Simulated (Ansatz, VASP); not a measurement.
# One calculation of Zr, two programs

```
Zr
1.0
     5.04227    0.00000    0.00000
    -2.52114    4.36674    0.00000
     0.00000    0.00000    3.14758
Zr
3
Direct
  0.00000 0.00000 0.00000
  0.33333 0.66667 0.50000
  0.66667 0.33333 0.50000
```

Alike in both runs: task single point; functional PBE; k mesh 10 × 10 × 13; occupations fermi-dirac, width 0.05 eV; collinear spin.

|  | VASP | Ansatz |
| --- | --- | --- |
| version | VASP 6.6.1 | Ansatz 0.2.0 |
| potentials or method | VASP PAW PBE potentials, release 64 (Zr_sv), cutoff 520 eV | plane waves (420 eV) with PAW, scalar-relativistic |
| valence electrons in the cell | 36 | 36 |

|  | VASP | Ansatz | Ansatz less VASP |
| --- | --- | --- | --- |
| net moment per atom (μB) | 0.00 | 0.00 | 0.000 |

Ansatz's warnings: seeded moment not kept.
